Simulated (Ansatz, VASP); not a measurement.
**BN in VASP and in Ansatz**

Contents of INCAR:

```
SYSTEM = BN
PREC = Accurate
ENCUT = 520
EDIFF = 1E-7
ISMEAR = -1
SIGMA = 0.02
LREAL = .False.
LASPH = .True.
NELM = 100
ALGO = Normal
ISIF = 2
LWAVE = .False.
LCHARG = .False.
LDIPOL = .True.
IDIPOL = 3
DIPOL = 0.5 0.5 0.500
GGA = PE
NBANDS = 21
```

Contents of KPOINTS:

```
regular mesh
0
Gamma
  12 8 1
  0 0 0
```

Contents of POSCAR:

```
BN
1.0
    2.5630581741      0.0000000000      0.0000000000
    0.0000000000      3.6247116310      0.0000000000
    0.0000000000      0.0000000000     18.5631000000
B N
3 3
Direct
    0.2500000000      0.1250000000      0.4309636275
    0.7500000000      0.6250000000      0.5000000000
    0.2500000000      0.1250000000      0.5690363725
    0.7500000000      0.8750000000      0.4309636275
    0.2500000000      0.3750000000      0.5000000000
    0.7500000000      0.8750000000      0.5690363725
```

Input for Ansatz:

```yaml
crystal:
  lattice:
    - [2.5630581741, 0.0, 0.0]
    - [0.0, 3.624711631, 0.0]
    - [0.0, 0.0, 18.5631]
  atoms:
    - { symbol: B, position: [0.25, 0.125, 0.4309636275] }
    - { symbol: "N", position: [0.75, 0.875, 0.4309636275] }
    - { symbol: B, position: [0.75, 0.625, 0.5] }
    - { symbol: "N", position: [0.25, 0.375, 0.5] }
    - { symbol: B, position: [0.25, 0.125, 0.5690363725] }
    - { symbol: "N", position: [0.75, 0.875, 0.5690363725] }
kpoints:
  mp_grid: { grid: [12, 8, 1] }
scf:
  occupations: { method: fermi_dirac, width: 0.02 }
hamiltonian:
  xc: pbe
  pseudopotentials: { kind: all_electron, lapw: { basis_error: 0.001 } }
output:
  forces: true
  stress: true
  eigenvalues: true
  populations: true
  dos: { projected: true, de: 0.2, e_range: [-14, 8] }
efield:
  axis: 3
  amplitude: 0
  dipole_correction: true
```

Alike in both runs: task single point; functional PBE; k mesh 12 × 8 × 1; occupations fermi-dirac, width 0.02 eV; no spin polarisation.

|  | VASP | Ansatz |
| --- | --- | --- |
| version | VASP 6.6.1 | Ansatz 0.2.0 |
| potentials or method | VASP PAW PBE potentials, release 64 (B, N), cutoff 520 eV | all-electron LAPW, scalar-relativistic |

```tsv
	VASP	Ansatz	Ansatz less VASP
rms of the force components (eV/Å)	2.600	2.606	+0.0061
```

Ansatz ran all-electron here, and VASP with PAW potentials.
